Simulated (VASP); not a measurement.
# Rh (Fm-3m) in VASP: notebook

The runs below take Rh through single point, relaxation of cell and atoms, with r2SCAN.

Program: VASP 6.6.1. These are calculated values, not measurements. Logs are shortened: lines on timing, memory, paths and dates and some standing lists are left out, and cuts for length are marked.

**1. The cell of the first run**

It takes space group Fm-3m (No. 225, cubic). Conventional cell: a = 3.799 Å, b = 3.799 Å, c = 3.799 Å, α = 90.00°, β = 90.00°, γ = 90.00°. Within 3.5 Å of Rh (site symmetry m-3m) lie 12 Rh at 2.69 Å.

**2. Single point, r2SCAN**

Contents of POSCAR:

```
Rh
1.0
    0.0000000000      1.8997076266      1.8997076266
    1.8997076266      0.0000000000      1.8997076266
    1.8997076266      1.8997076266      0.0000000000
Rh
1
Direct
    0.0000000000      0.0000000000      0.0000000000
```

Contents of INCAR.step1:

```
SYSTEM = Rh
PREC = Accurate ; ENCUT = 550
ISMEAR = 1 ; SIGMA = 0.1
LREAL = .False. ; LASPH = .True.
NELM = 120 ; NBANDS = 14
GGA = PE ; ALGO = Normal
EDIFF = 1E-5 ; LWAVE = .True.
LCHARG = .False. ; GGA_COMPAT = .False.
```

Contents of INCAR.step2:

```
SYSTEM = Rh
PREC = Accurate ; ENCUT = 550
EDIFF = 1E-6 ; ISMEAR = 1
SIGMA = 0.1 ; LREAL = .False.
LASPH = .True. ; NELM = 120
ALGO = Normal ; ISIF = 2
LWAVE = .False. ; LCHARG = .False.
METAGGA = R2SCAN ; LMIXTAU = .True.
NBANDS = 14 ; ISTART = 1
GGA_COMPAT = .False.
```

Contents of KPOINTS:

```
regular mesh
0
Gamma
  10 10 10
  0 0 0
```

Potentials or basis: VASP PAW PBE potentials, release 64 (Rh_pv).

Launch:

```bash
$ cat potpaw_PBE.64/Rh_pv/POTCAR > POTCAR
$ cp INCAR.step1 INCAR
$ mpirun -np 1 vasp_std > vasp.out
$ cp INCAR.step2 INCAR
$ mpirun -np 1 vasp_std > vasp.out
```

OUTCAR:

```text
SYSTEM = Rh
   PREC = Accurate
   ENCUT = 550
   EDIFF = 1E-6
   ISMEAR = 1
   LREAL = .False.
   LASPH = .True.
   NELM = 120
   ISIF = 2
   METAGGA = R2SCAN
   ISTART = 1

 ion  position               nearest neighbor table
   1  0.000  0.000  0.000-

  LATTYP: Found a face centered cubic cell.
 ALAT       =     3.7994152532

  Lattice vectors:

 A1 = (   0.0000000000,   1.8997076266,   1.8997076266)
 A2 = (   1.8997076266,   0.0000000000,   1.8997076266)
 A3 = (   1.8997076266,   1.8997076266,   0.0000000000)

Analysis of symmetry for initial positions (statically):
=====================================================================
 Subroutine PRICEL returns:
 Original cell was already a primitive cell.

 Routine SETGRP: Setting up the symmetry group for a
 face centered cubic supercell.

 Subroutine GETGRP returns: Found 48 space group operations
 (whereof 48 operations were pure point group operations)
 out of a pool of 48 trial point group operations.

The static configuration has the point symmetry O_h .

Analysis of symmetry for dynamics (positions and initial velocities):
=====================================================================
 Subroutine PRICEL returns:
 Original cell was already a primitive cell.

 Routine SETGRP: Setting up the symmetry group for a
 face centered cubic supercell.

 Subroutine GETGRP returns: Found 48 space group operations
 (whereof 48 operations were pure point group operations)
 out of a pool of 48 trial point group operations.

The dynamic configuration has the point symmetry O_h .

 Subroutine INISYM returns: Found 48 space group operations
 (whereof 48 operations are pure point group operations),
 and found     1 'primitive' translations

----------------------------------------------------------------------------------------

                                     Primitive cell

  volume of cell :      13.7117

  direct lattice vectors                    reciprocal lattice vectors
     0.000000000  1.899707627  1.899707627    -0.263198396  0.263198396  0.263198396
     1.899707627  0.000000000  1.899707627     0.263198396 -0.263198396  0.263198396
     1.899707627  1.899707627  0.000000000     0.263198396  0.263198396 -0.263198396

  length of vectors
     2.686592290  2.686592290  2.686592290     0.455872994  0.455872994  0.455872994

  position of ions in fractional coordinates (direct lattice)
     0.000000000  0.000000000  0.000000000

  ion indices of the primitive-cell ions
   primitive index   ion index
                 1           1

----------------------------------------------------------------------------------------

 KPOINTS: regular mesh

Automatic generation of k-mesh.
 Grid dimensions read from file:
 generate k-points for:   10   10   10

 Generating k-lattice:

  Cartesian coordinates                     Fractional coordinates (reciprocal lattice)
    -0.026319840  0.026319840  0.026319840     0.100000000  0.000000000  0.000000000
     0.026319840 -0.026319840  0.026319840     0.000000000  0.100000000  0.000000000
     0.026319840  0.026319840 -0.026319840     0.000000000  0.000000000  0.100000000

  Length of vectors
     0.045587299  0.045587299  0.045587299

  Shift w.r.t. Gamma in fractional coordinates (k-lattice)
     0.000000000  0.000000000  0.000000000

 Subroutine IBZKPT returns following result:
 ===========================================

 Found     47 irreducible k-points:

 Following reciprocal coordinates:
            Coordinates               Weight
  0.000000  0.000000  0.000000      1.000000
  0.100000  0.000000  0.000000      8.000000
  0.200000  0.000000  0.000000      8.000000
  0.300000  0.000000  0.000000      8.000000
  0.400000  0.000000  0.000000      8.000000
  0.500000  0.000000  0.000000      4.000000
[... 16 lines left out ...]
  0.300000  0.300000  0.000000      6.000000
  0.400000  0.300000  0.000000     24.000000
 [... further k-points ...]
   k-points           NKPTS =     47   k-points in BZ     NKDIM =     47   number of bands    NBANDS=     14
   number of dos      NEDOS =    301   number of ions     NIONS =      1
   total plane-waves  NPLWV =  13824
   dimension x,y,z NGX =    24 NGY =   24 NGZ =   24
   dimension x,y,z NGXF=    48 NGYF=   48 NGZF=   48
   ions per type =               1
   NGX,Y,Z   is equivalent  to a cutoff of  14.85, 14.85, 14.85 a.u.
   NGXF,Y,Z  is equivalent  to a cutoff of  29.70, 29.70, 29.70 a.u.
 SYSTEM =  Rh
   PREC   = accura    normal or accurate (medium, high low for compatibility)
   ISTART =      1    job   : 0-new  1-cont  2-samecut
   ICHARG =      0    charge: 1-file 2-atom 10-const
   ISPIN  =      1    spin polarized calculation?
   LNONCOLLINEAR =      F non collinear calculations
   LSORBIT =      F    spin-orbit coupling
   LASPH  =      T    aspherical Exc in radial PAW
   ENCUT  =  550.0 eV  40.42 Ry    6.36 a.u.   5.14  5.14  5.14*2*pi/ulx,y,z
   NELM   =    120;   NELMIN=  2; NELMDL=  0     # of ELM steps
   EDIFF  = 0.1E-05   stopping-criterion for ELM
   LREAL  =      F    real-space projection
   EDIFFG = 0.1E-04   stopping-criterion for IOM
   NSW    =      0    number of steps for IOM
   IBRION =     -1    ionic relax: 0-MD 1-quasi-New 2-CG
   NFREE  =      0    steps in history (QN), initial steepest desc. (CG)
   ISIF   =      2    stress and relaxation
   ISYM   =      2    0-nonsym 1-usesym 2-fastsym
   POTIM  = 0.5000    time-step for ionic-motion
   TEBEG  =    0.0;   TEEND  =   0.0 temperature during run
   PSTRESS=    0.0 pullay stress
   NELECT =      15.0000    total number of electrons
   NUPDOWN=      -1.0000    fix difference up-down
   EMIN   =  10.00;   EMAX   =-10.00  energy-range for DOS
   EFERMI =   0.00;   METHOD = LEGACY
   ISMEAR =     1;   SIGMA  =   0.10  broadening in eV -4-tet -1-fermi 0-gaus
   EFERMI_NEDOS =   21; number of points for ismear=-14 and -15
   IALGO  =     38    algorithm
   IMIX   =      4    mixing-type and parameters
     AMIX     =   0.40;   BMIX     =  1.00
     AMIX_MAG =   1.60;   BMIX_MAG =  1.00
  volume/ion in A,a.u.               =      13.71        92.53
  Fermi-wavevector in a.u.,A,eV,Ry     =   1.686845  3.187675 38.714639  2.845446
  Thomas-Fermi vector in A             =   2.769437
   LORBIT       =      0    0 simple, 1 ext, 2 COOP (PROOUT), +10 PAW based schemes
   METAGGA = R2SCAN    functional components
   LHFCALC =     F    Hartree Fock is set to
   AEXX    =    0.0000 exact exchange contribution
   IVDW    =     0    specifies the selected vdW correction
   LEPSILON=     F    determine dielectric tensor
   LRPA    =     F    only Hartree local field effects (RPA)
 non-spin polarized calculation
 Methfessel and Paxton  Order N= 1 SIGMA  =   0.10
  energy-cutoff  :      550.00
  volume of cell :       13.71
 maximum number of plane-waves:       411
 NGX is ok and might be reduce to    24
   NGX = 11   NGY = 11   NGZ = 11

 number of electron      15.0000002 magnetization

 Free energy of the ion-electron system (eV)
  ---------------------------------------------------
  ext. energy  EPLUGINS =         0.00000000
  ---------------------------------------------------
  free energy    TOTEN  =       -24.14620177 eV

  energy without entropy =      -24.14591326  energy(sigma->0) =      -24.14610560

 E-fermi :  11.8132     XC(G=0): -15.2288

 val. band max:       11.7903360538   @ k =  -0.3000   0.3000   0.1000
 cond. band min:      11.8836987300   @ k =   0.5000   0.2000   0.1000
 fundamental gap:      0.0933626763
 Fermi energy:        11.8132390822

 k-point     1 :       0.0000    0.0000    0.0000
  band No.  band energies     occupation
      1     -36.0217      2.00000
      2     -36.0217      2.00000
      3     -36.0217      2.00000
      4       3.5804      2.00000
      5       8.5914      2.00000
      6       8.5914      2.00000
      7       8.5914      2.00000
      8      10.6964      2.00000
      9      10.6964      2.00000
     10      28.4922      0.00000
     11      29.1415      0.00000
     12      34.2676      0.00000
     13      34.2676      0.00000
     14      34.2676      0.00000

 k-point     2 :       0.1000    0.0000    0.0000
  band No.  band energies     occupation
      1     -36.1001      2.00000
      2     -36.0322      2.00000
      3     -36.0322      2.00000
      4       3.9938      2.00000
      5       8.4205      2.00000
      6       8.7448      2.00000
      7       8.7448      2.00000
      8      10.6195      2.00000
      9      10.6195      2.00000
     10      29.0633      0.00000
     11      29.1417      0.00000
     12      32.3698      0.00000
     13      34.8665      0.00000
     14      34.8665      0.00000

 k-point     3 :       0.2000    0.0000    0.0000
  band No.  band energies     occupation
      1     -36.3027      2.00000
      2     -36.0597      2.00000
      3     -36.0597      2.00000
      4       4.9950      2.00000
      5       8.2448      2.00000
      6       8.9698      2.00000
      7       8.9698      2.00000
      8      10.6584      2.00000
      9      10.6584      2.00000
     10      29.1345      0.00000
     11      29.2353      0.00000
     12      30.1491      0.00000
     13      36.4550      0.00000
     14      36.4550      0.00000
[... 324 lines left out ...]
 k-point    23 :       0.3000    0.3000    0.0000
  band No.  band energies     occupation
      1     -36.5232      2.00000
      2     -36.2129      2.00000
      3     -36.2129      2.00000
      4       6.0458      2.00000
      5       6.4662      2.00000
      6      10.5717      2.00000
      7      10.9347      2.00000
      8      10.9347      2.00000
      9      11.6969      2.06966
     10      29.1412      0.00000
     11      29.8884      0.00000
     12      29.8884      0.00000
     13      30.2419      0.00000
     14      33.6425      0.00000

 k-point    24 :       0.4000    0.3000    0.0000
  band No.  band energies     occupation
      1     -36.6282      2.00000
      2     -36.2706      2.00000
      3     -36.2455      2.00000
      4       5.9641      2.00000
      5       6.2887      2.00000
      6      10.3230      2.00000
      7      11.0681      2.00000
      8      12.2603     -0.00000
      9      13.3023     -0.00000
     10      26.8131      0.00000
     11      28.7192      0.00000
     12      28.7985      0.00000
     13      29.1442      0.00000
     14      34.5216      0.00000

 [... further k-points ...]

------------------------ aborting loop because EDIFF is reached ----------------------------------------

  FORCE on cell =-STRESS in cart. coord.  units (eV):
  Direction    XX          YY          ZZ          XY          YZ          ZX
  --------------------------------------------------------------------------------------
  -------------------------------------------------------------------------------------
  Total        0.0947073      0.0947073      0.0947073      0.0000000      0.0000000      0.0000000
  in kB       11.0663376     11.0663376     11.0663376      0.0000000      0.0000000      0.0000000
  external PRESSURE =      11.0663376 kB  Pullay stress =       0.0000000 kB

 VOLUME and BASIS-vectors are now :
 -----------------------------------------------------------------------------
  energy-cutoff  :      550.00
  volume of cell :       13.71
      direct lattice vectors                 reciprocal lattice vectors
     0.000000000  1.899707627  1.899707627    -0.263198396  0.263198396  0.263198396
     1.899707627  0.000000000  1.899707627     0.263198396 -0.263198396  0.263198396
     1.899707627  1.899707627  0.000000000     0.263198396  0.263198396 -0.263198396

 POSITION                                       TOTAL-FORCE (eV/Angst)
 -----------------------------------------------------------------------------------
      0.00000      0.00000      0.00000         0.000000      0.000000      0.000000
 -----------------------------------------------------------------------------------
    total drift:                               -0.000000      0.000000      0.000000

  FREE ENERGIE OF THE ION-ELECTRON SYSTEM (eV)
  ---------------------------------------------------
  free  energy   TOTEN  =       -24.1462017734 eV

  energy  without entropy=      -24.1459132645  energy(sigma->0) =      -24.14610560
```

Run time: 32 s. Hardware: 1 thread of AMD EPYC 9R45 (Zen 5), shared host; peak memory 0.12 GiB.

What came out:

```yaml
Free_energy: -24.1462 eV
Pressure: 1.1 GPa
Band_gap_on_the_k_mesh: zero (an odd number of electrons rules out a gap without spin polarisation)
```

Caveat: an empty level that is flat over the whole mesh can mark a ghost state of the potentials, or a narrow d or f band; the PAW data sets were made with another functional, which shifts forces and pressure a little.

**3. Relaxation of cell and atoms, r2SCAN**

This run uses another cell than the first one, of 13.67 Å³/atom.

Contents of POSCAR:

```
Rh
1.0
    0.0000000000      1.8978500000      1.8978500000
    1.8978500000      0.0000000000      1.8978500000
    1.8978500000      1.8978500000      0.0000000000
Rh
1
Direct
    0.0000000000      0.0000000000      0.0000000000
```

Contents of INCAR.step1:

```
SYSTEM = Rh
PREC = Accurate ; ENCUT = 550
ISMEAR = 1 ; SIGMA = 0.1
LREAL = .FALSE. ; LASPH = .TRUE.
NELM = 120 ; GGA = PE
ALGO = Normal ; EDIFF = 1E-5
LWAVE = .TRUE. ; LCHARG = .FALSE.
GGA_COMPAT = .FALSE. ; IBRION = 2
ISIF = 3 ; EDIFFG = -0.005
NELMIN = 4 ; NSW = 100
```

Contents of INCAR.step2:

```
SYSTEM = Rh
PREC = Accurate ; ENCUT = 550
EDIFF = 1E-7 ; ISMEAR = 1
SIGMA = 0.1 ; LREAL = .FALSE.
LASPH = .TRUE. ; NELM = 120
ALGO = Normal ; ISIF = 3
LWAVE = .FALSE. ; LCHARG = .FALSE.
METAGGA = R2SCAN ; LMIXTAU = .TRUE.
IBRION = 2 ; NSW = 60
EDIFFG = -0.02 ; ISTART = 1
GGA_COMPAT = .FALSE. ; NELMIN = 4
```

Contents of KPOINTS:

```
regular mesh
0
G
  10 10 10
  0 0 0
```

Potentials or basis: VASP PAW PBE potentials, release 64 (Rh_pv).

Launch:

```bash
$ cat potpaw_PBE.64/Rh_pv/POTCAR > POTCAR
$ cp INCAR.step1 INCAR
$ mpirun -np 1 vasp_std > vasp.out
$ cp INCAR.step2 INCAR
$ mpirun -np 1 vasp_std > vasp.out
```

It took 1.8 min on 1 thread of AMD EPYC 9R45 (Zen 5), shared host; peak memory 0.12 GiB.

It converged, with:

```
Free energy                           : -24.1464 eV
Relaxed volume                        : 13.77 Å³/atom
Relaxed cell                          : a = 2.690 Å, b = 2.690 Å, c = 2.690 Å, α = 60.00°, β = 60.00°, γ = 60.00°
Space group after relaxing (to 0.1 Å) : Fm-3m (No. 225)
Energy gained by relaxing             : 0.6 meV/atom
Ionic steps                           : 3
Pressure after relaxing               : 0.0 GPa
Band gap on the k mesh                : zero (an odd number of electrons rules out a gap without spin polarisation)
```

The path:
```csv
step,energy change (eV),largest force (eV/Å),pressure (GPa),volume (Å³)
1,0.0000,0.0000,1.98,13.67
2,0.0031,0.0000,-4.73,14.01
3,-0.0006,0.0000,0.00,13.77
```

Final structure:
```
CELL_PARAMETERS angstrom
0.00000 1.90218 1.90218
1.90218 0.00000 1.90218
1.90218 1.90218 0.00000
ATOMIC_POSITIONS crystal
Rh 0.00000 0.00000 0.00000
```

Levels at points of the mesh, in eV from the Fermi level:
```tsv
k point	band 3	band 4	band 5	band 6	band 7	band 8	band 9	band 10	band 11
(0.00, 0.00, 0.00)	-47.83	-8.20	-3.20	-3.20	-3.20	-1.11	-1.11	16.68	17.33
(0.50, 0.00, 0.00)	-47.94	-6.36	-3.32	-3.32	0.55	0.55	0.88	9.04	16.25
(0.50, 0.50, 0.00)	-48.11	-6.57	-6.20	0.47	1.01	1.01	3.45	12.83	13.97
```

Caveat: the PAW data sets were made with another functional, which shifts forces and pressure a little.
